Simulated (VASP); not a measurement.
## Ag: single point with PBEsol

Ag:

```
Ag
1.0
     2.79788    0.00000    0.00000
    -1.39894    2.42303    0.00000
     0.00000    0.00000    4.53716
Ag
2
Direct
  0.33333 0.66667 0.25000
  0.66667 0.33333 0.75000
```

This cell differs from its parent crystal: volume scaled by 0.92.

```
Program                : VASP 6.6.1
Task                   : single point
Functional             : PBEsol
Potentials or basis    : VASP PAW PBE potentials, release 64 (Ag)
Cutoff                 : 520 eV
k mesh                 : 14 × 14 × 8
Occupations            : fermi-dirac, width 0.1 eV
Spin                   : no spin polarisation
Dipole correction      : no
Further INCAR settings : ALGO = Normal; EDIFF = 1e-06; NBANDS = 18
```

```yaml
Pressure: 11.9 GPa
Band_gap_on_the_k_mesh: zero (band 11 reaches 13.64 eV, above the bottom of band 12 at 6.24 eV)
```

Stress tensor (GPa, compression positive):
```
11.45  0.00  0.00
 0.00 11.45  0.00
 0.00  0.00 12.92
```

Levels at points of the mesh, in eV from the Fermi level:
| k point | band 9 | band 10 | band 11 | band 12 | band 13 | band 14 |
| --- | --- | --- | --- | --- | --- | --- |
| (0.00, 0.00, 0.00) | -4.33 | -3.07 | -3.07 | -0.63 | 4.35 | 15.87 |
| (0.50, 0.00, 0.00) | -2.82 | -2.75 | 0.11 | 1.83 | 7.45 | 7.69 |
| (0.00, 0.00, 0.50) | -3.45 | -3.45 | -3.45 | -3.45 | 12.14 | 12.14 |
| (0.50, 0.00, 0.50) | -2.82 | -2.82 | 0.64 | 0.64 | 5.26 | 5.26 |

Wall time 41 s on 1 thread of Intel Xeon 6975P-C, with other jobs on the host, peak memory 0.19 GiB.

Caveat: the PAW data sets were made with another functional, which shifts forces and pressure a little.
